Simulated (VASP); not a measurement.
# AlP (F-43m) in VASP: single point with r2SCAN

Aim: the single point of AlP with r2SCAN.

Program: VASP 6.6.1. These are calculated values, not measurements. Logs are shortened: lines on timing, memory, paths and dates and some standing lists are left out, and cuts for length are marked.

### 1 The cell of the first run

The structure is cubic, space group F-43m (No. 216). Conventional cell: a = 5.470 Å, b = 5.470 Å, c = 5.470 Å, α = 90.00°, β = 90.00°, γ = 90.00°. Al (site symmetry -43m) has 4 P at 2.37 Å within 3.1 Å. Within 3.1 Å of P (site symmetry -43m) lie 4 Al at 2.37 Å.

### 2 Single point, r2SCAN

File POSCAR:

```
AlP
1.0
   10.9400000000      0.0000000000      0.0000000000
    0.0000000000     10.9400000000      0.0000000000
    0.0000000000      0.0000000000     10.9400000000
Al P
32 32
Direct
    0.0000000000      0.0000000000      0.0000000000
    0.0000000000      0.0000000000      0.5000000000
    0.0000000000      0.5000000000      0.0000000000
    0.0000000000      0.5000000000      0.5000000000
    0.5000000000      0.0000000000      0.0000000000
    0.5000000000      0.0000000000      0.5000000000
    0.5000000000      0.5000000000      0.0000000000
    0.5000000000      0.5000000000      0.5000000000
    0.2500000000      0.2500000000      0.0000000000
    0.2500000000      0.2500000000      0.5000000000
    0.2500000000      0.7500000000      0.0000000000
    0.2500000000      0.7500000000      0.5000000000
    0.7500000000      0.2500000000      0.0000000000
    0.7500000000      0.2500000000      0.5000000000
    0.7500000000      0.7500000000      0.0000000000
    0.7500000000      0.7500000000      0.5000000000
    0.2500000000      0.0000000000      0.2500000000
    0.2500000000      0.0000000000      0.7500000000
    0.2500000000      0.5000000000      0.2500000000
    0.2500000000      0.5000000000      0.7500000000
    0.7500000000      0.0000000000      0.2500000000
    0.7500000000      0.0000000000      0.7500000000
    0.7500000000      0.5000000000      0.2500000000
    0.7500000000      0.5000000000      0.7500000000
    0.0000000000      0.2500000000      0.2500000000
    0.0000000000      0.2500000000      0.7500000000
    0.0000000000      0.7500000000      0.2500000000
    0.0000000000      0.7500000000      0.7500000000
    0.5000000000      0.2500000000      0.2500000000
    0.5000000000      0.2500000000      0.7500000000
    0.5000000000      0.7500000000      0.2500000000
    0.5000000000      0.7500000000      0.7500000000
    0.1250000000      0.1250000000      0.1250000000
    0.1250000000      0.1250000000      0.6250000000
    0.1250000000      0.6250000000      0.1250000000
    0.1250000000      0.6250000000      0.6250000000
    0.6250000000      0.1250000000      0.1250000000
    0.6250000000      0.1250000000      0.6250000000
    0.6250000000      0.6250000000      0.1250000000
    0.6250000000      0.6250000000      0.6250000000
    0.3750000000      0.3750000000      0.1250000000
    0.3750000000      0.3750000000      0.6250000000
    0.3750000000      0.8750000000      0.1250000000
    0.3750000000      0.8750000000      0.6250000000
    0.8750000000      0.3750000000      0.1250000000
    0.8750000000      0.3750000000      0.6250000000
    0.8750000000      0.8750000000      0.1250000000
    0.8750000000      0.8750000000      0.6250000000
    0.3750000000      0.1250000000      0.3750000000
    0.3750000000      0.1250000000      0.8750000000
    0.3750000000      0.6250000000      0.3750000000
    0.3750000000      0.6250000000      0.8750000000
    0.8750000000      0.1250000000      0.3750000000
    0.8750000000      0.1250000000      0.8750000000
    0.8750000000      0.6250000000      0.3750000000
    0.8750000000      0.6250000000      0.8750000000
    0.1250000000      0.3750000000      0.3750000000
    0.1250000000      0.3750000000      0.8750000000
    0.1250000000      0.8750000000      0.3750000000
    0.1250000000      0.8750000000      0.8750000000
    0.6250000000      0.3750000000      0.3750000000
    0.6250000000      0.3750000000      0.8750000000
    0.6250000000      0.8750000000      0.3750000000
    0.6250000000      0.8750000000      0.8750000000
```

File INCAR.step1:

```
SYSTEM = AlP
PREC = Accurate
ENCUT = 550
ISMEAR = -1
SIGMA = 0.05
LREAL = Auto
LASPH = .True.
NELM = 120
NBANDS = 166
GGA = PE
ALGO = Normal
EDIFF = 1E-5
LWAVE = .True.
LCHARG = .False.
GGA_COMPAT = .False.
```

File INCAR.step2:

```
SYSTEM = AlP
PREC = Accurate
ENCUT = 550
EDIFF = 1E-6
ISMEAR = -1
SIGMA = 0.05
LREAL = Auto
LASPH = .True.
NELM = 120
ALGO = Normal
ISIF = 2
LWAVE = .False.
LCHARG = .True.
METAGGA = R2SCAN
LMIXTAU = .True.
LELF = .True.
LVHAR = .True.
NBANDS = 166
ISTART = 1
GGA_COMPAT = .False.
```

File KPOINTS:

```
Automatic mesh
0
Gamma
  1 1 1
  0 0 0
```

Potentials or basis: VASP PAW PBE potentials, release 64 (Al, P).

On the command line:

```bash
> cat potpaw_PBE.64/Al/POTCAR potpaw_PBE.64/P/POTCAR > POTCAR
> cp INCAR.step1 INCAR
> mpirun -np 1 vasp_gam > vasp.out
> cp INCAR.step2 INCAR
> mpirun -np 1 vasp_gam > vasp.out
```

OUTCAR:

```text
SYSTEM = AlP
   PREC = Accurate
   ENCUT = 550
   EDIFF = 1E-6
   ISMEAR = -1
   LREAL = Auto
   LASPH = .True.
   NELM = 120
   ISIF = 2
   METAGGA = R2SCAN
   ISTART = 1

 ion  position               nearest neighbor table
   1  0.000  0.000  0.000-  33 2.37  47 2.37  54 2.37  60 2.37
   2  0.000  0.000  0.500-  34 2.37  48 2.37  53 2.37  59 2.37
   3  0.000  0.500  0.000-  35 2.37  45 2.37  56 2.37  58 2.37
   4  0.000  0.500  0.500-  36 2.37  46 2.37  55 2.37  57 2.37
   5  0.500  0.000  0.000-  37 2.37  43 2.37  50 2.37  64 2.37
   6  0.500  0.000  0.500-  38 2.37  44 2.37  49 2.37  63 2.37
[... 56 lines left out ...]
  63  0.625  0.875  0.375-   6 2.37  16 2.37  21 2.37  31 2.37
  64  0.625  0.875  0.875-   5 2.37  15 2.37  22 2.37  32 2.37

  LATTYP: Found a simple cubic cell.
 ALAT       =    10.9400000000

  Lattice vectors:

 A1 = (  10.9400000000,   0.0000000000,   0.0000000000)
 A2 = (   0.0000000000,  10.9400000000,   0.0000000000)
 A3 = (   0.0000000000,   0.0000000000,  10.9400000000)

Analysis of symmetry for initial positions (statically):
=====================================================================
 Subroutine PRICEL returns following result:

  LATTYP: Found a face centered cubic cell.
 ALAT       =     5.4700000000

  Lattice vectors:

 A1 = (   2.7350000000,  -2.7350000000,   0.0000000000)
 A2 = (   2.7350000000,   0.0000000000,   2.7350000000)
 A3 = (   0.0000000000,  -2.7350000000,   2.7350000000)

  32 primitive cells build up your supercell.

 Routine SETGRP: Setting up the symmetry group for a
 simple cubic supercell.

 Subroutine GETGRP returns: Found 24 space group operations
 (whereof 24 operations were pure point group operations)
 out of a pool of 48 trial point group operations.

The static configuration has the point symmetry T_d .

Analysis of symmetry for dynamics (positions and initial velocities):
=====================================================================
 Subroutine PRICEL returns following result:

  LATTYP: Found a face centered cubic cell.
 ALAT       =     5.4700000000

  Lattice vectors:

 A1 = (   2.7350000000,  -2.7350000000,   0.0000000000)
 A2 = (   2.7350000000,   0.0000000000,   2.7350000000)
 A3 = (   0.0000000000,  -2.7350000000,   2.7350000000)

  32 primitive cells build up your supercell.

 Routine SETGRP: Setting up the symmetry group for a
 simple cubic supercell.

 Subroutine GETGRP returns: Found 24 space group operations
 (whereof 24 operations were pure point group operations)
 out of a pool of 48 trial point group operations.

The dynamic configuration has the point symmetry T_d .

 Subroutine INISYM returns: Found 24 space group operations
 (whereof 24 operations are pure point group operations),
 and found    32 'primitive' translations

----------------------------------------------------------------------------------------

                                     Primitive cell

  volume of cell :      40.9168

  direct lattice vectors                    reciprocal lattice vectors
     2.735000000 -2.735000000  0.000000000     0.182815356 -0.182815356 -0.182815356
     2.735000000  0.000000000  2.735000000     0.182815356  0.182815356  0.182815356
     0.000000000 -2.735000000  2.735000000    -0.182815356 -0.182815356  0.182815356

  length of vectors
     3.867874093  3.867874093  3.867874093     0.316645486  0.316645486  0.316645486

  position of ions in fractional coordinates (direct lattice)
     0.000000000  0.000000000  0.000000000
     0.750000000  0.750000000  0.750000000

  ion indices of the primitive-cell ions
   primitive index   ion index
                 1           1
                 2          33

----------------------------------------------------------------------------------------

 KPOINTS: Automatic mesh

Automatic generation of k-mesh.
 Grid dimensions read from file:
 generate k-points for:    1    1    1

 Generating k-lattice:

  Cartesian coordinates                     Fractional coordinates (reciprocal lattice)
     0.091407678  0.000000000  0.000000000     1.000000000  0.000000000  0.000000000
     0.000000000  0.091407678  0.000000000     0.000000000  1.000000000  0.000000000
     0.000000000  0.000000000  0.091407678     0.000000000  0.000000000  1.000000000

  Length of vectors
     0.091407678  0.091407678  0.091407678

  Shift w.r.t. Gamma in fractional coordinates (k-lattice)
     0.000000000  0.000000000  0.000000000

 Subroutine IBZKPT returns following result:
 ===========================================

 Found      1 irreducible k-points:

 Following reciprocal coordinates:
            Coordinates               Weight
  0.000000  0.000000  0.000000      1.000000
   k-points           NKPTS =      1   k-points in BZ     NKDIM =      1   number of bands    NBANDS=    166
   number of dos      NEDOS =    301   number of ions     NIONS =     64
   total plane-waves  NPLWV = 592704
   dimension x,y,z NGX =    84 NGY =   84 NGZ =   84
   dimension x,y,z NGXF=   168 NGYF=  168 NGZF=  168
   ions per type =              32  32
   NGX,Y,Z   is equivalent  to a cutoff of  12.76, 12.76, 12.76 a.u.
   NGXF,Y,Z  is equivalent  to a cutoff of  25.53, 25.53, 25.53 a.u.
 SYSTEM =  AlP
   PREC   = accura    normal or accurate (medium, high low for compatibility)
   ISTART =      1    job   : 0-new  1-cont  2-samecut
   ICHARG =      0    charge: 1-file 2-atom 10-const
   ISPIN  =      1    spin polarized calculation?
   LNONCOLLINEAR =      F non collinear calculations
   LSORBIT =      F    spin-orbit coupling
   LASPH  =      T    aspherical Exc in radial PAW
   ENCUT  =  550.0 eV  40.42 Ry    6.36 a.u.  20.92 20.92 20.92*2*pi/ulx,y,z
   NELM   =    120;   NELMIN=  2; NELMDL=  0     # of ELM steps
   EDIFF  = 0.1E-05   stopping-criterion for ELM
   LREAL  =      T    real-space projection
   EDIFFG = 0.1E-04   stopping-criterion for IOM
   NSW    =      0    number of steps for IOM
   IBRION =     -1    ionic relax: 0-MD 1-quasi-New 2-CG
   NFREE  =      0    steps in history (QN), initial steepest desc. (CG)
   ISIF   =      2    stress and relaxation
   ISYM   =      2    0-nonsym 1-usesym 2-fastsym
   POTIM  = 0.5000    time-step for ionic-motion
   TEBEG  =    0.0;   TEEND  =   0.0 temperature during run
   PSTRESS=    0.0 pullay stress
   NELECT =     256.0000    total number of electrons
   NUPDOWN=      -1.0000    fix difference up-down
   EMIN   =  10.00;   EMAX   =-10.00  energy-range for DOS
   EFERMI =   0.00;   METHOD = LEGACY
   ISMEAR =    -1;   SIGMA  =   0.05  broadening in eV -4-tet -1-fermi 0-gaus
   EFERMI_NEDOS =   21; number of points for ismear=-14 and -15
   IALGO  =     38    algorithm
   IMIX   =      4    mixing-type and parameters
     AMIX     =   0.40;   BMIX     =  1.00
     AMIX_MAG =   1.60;   BMIX_MAG =  1.00
  volume/ion in A,a.u.               =      20.46       138.06
  Fermi-wavevector in a.u.,A,eV,Ry     =   0.950176  1.795573 12.283814  0.902835
  Thomas-Fermi vector in A             =   2.078528
   LORBIT       =      0    0 simple, 1 ext, 2 COOP (PROOUT), +10 PAW based schemes
   METAGGA = R2SCAN    functional components
   LHFCALC =     F    Hartree Fock is set to
   AEXX    =    0.0000 exact exchange contribution
   IVDW    =     0    specifies the selected vdW correction
   LEPSILON=     F    determine dielectric tensor
   LRPA    =     F    only Hartree local field effects (RPA)
 non-spin polarized calculation
  energy-cutoff  :      550.00
  volume of cell :     1309.34
 maximum number of plane-waves:     19201
 NGX is ok and might be reduce to    84
   NGX = 41   NGY = 41   NGZ = 41

 number of electron     256.0000073 magnetization

 Free energy of the ion-electron system (eV)
  ---------------------------------------------------
  ext. energy  EPLUGINS =         0.00000000
  ---------------------------------------------------
  free energy    TOTEN  =      -547.80280849 eV

  energy without entropy =     -547.80280842  energy(sigma->0) =     -547.80280845

 E-fermi :   5.3385     XC(G=0):  -9.5931

 val. band max:        4.3903040055   @ k =   0.0000   0.0000   0.0000
 cond. band min:       6.2866983563   @ k =   0.0000   0.0000   0.0000
 fundamental gap:      1.8963943509
 Fermi energy:         5.3384985182

 k-point     1 :       0.0000    0.0000    0.0000
  band No.  band energies     occupation
      1      -7.5657      2.00000
      2      -6.6477      2.00000
      3      -6.6477      2.00000
      4      -6.6477      2.00000
      5      -6.6477      2.00000
      6      -6.6477      2.00000
[... 132 lines left out ...]
    139       7.6232      0.00000
    140       7.6232      0.00000
 [bands above 140 left out]

------------------------ aborting loop because EDIFF is reached ----------------------------------------

  FORCE on cell =-STRESS in cart. coord.  units (eV):
  Direction    XX          YY          ZZ          XY          YZ          ZX
  --------------------------------------------------------------------------------------
  -------------------------------------------------------------------------------------
  Total        3.9860908      3.9860908      3.9860908      0.0000000     -0.0000000      0.0000000
  in kB        4.8775958      4.8775958      4.8775958      0.0000000     -0.0000000      0.0000000
  external PRESSURE =       4.8775958 kB  Pullay stress =       0.0000000 kB

 VOLUME and BASIS-vectors are now :
 -----------------------------------------------------------------------------
  energy-cutoff  :      550.00
  volume of cell :     1309.34
      direct lattice vectors                 reciprocal lattice vectors
    10.940000000  0.000000000  0.000000000     0.091407678  0.000000000  0.000000000
     0.000000000 10.940000000  0.000000000     0.000000000  0.091407678  0.000000000
     0.000000000  0.000000000 10.940000000     0.000000000  0.000000000  0.091407678

 POSITION                                       TOTAL-FORCE (eV/Angst)
 -----------------------------------------------------------------------------------
      0.00000      0.00000      0.00000        -0.000000     -0.000000      0.000000
      0.00000      0.00000      5.47000        -0.000000      0.000000      0.000000
      0.00000      5.47000      0.00000        -0.000000      0.000000      0.000000
      0.00000      5.47000      5.47000        -0.000000      0.000000      0.000000
      5.47000      0.00000      0.00000        -0.000000      0.000000      0.000000
      5.47000      0.00000      5.47000        -0.000000      0.000000      0.000000
[... 56 lines left out ...]
      6.83750      9.57250      4.10250         0.000000      0.000000      0.000000
      6.83750      9.57250      9.57250         0.000000      0.000000     -0.000000
 -----------------------------------------------------------------------------------
    total drift:                               -0.000000     -0.000000      0.000000

  FREE ENERGIE OF THE ION-ELECTRON SYSTEM (eV)
  ---------------------------------------------------
  free  energy   TOTEN  =      -547.8028084855 eV

  energy  without entropy=     -547.8028084159  energy(sigma->0) =     -547.80280845
```

Run time: 38 min. Hardware: 1 thread of Oxide Virtual Turin-like, shared host; peak memory 1.2 GiB.

Results:

```
Free energy            : -547.8028 eV
Pressure               : 0.5 GPa
Band gap on the k mesh : 1.90 eV
```

Caveat: the k points lie up to 0.57 Å⁻¹ apart; the PAW data sets were made with another functional, which shifts forces and pressure a little; an odd mesh through Γ misses points on the zone boundary, where band edges can lie.
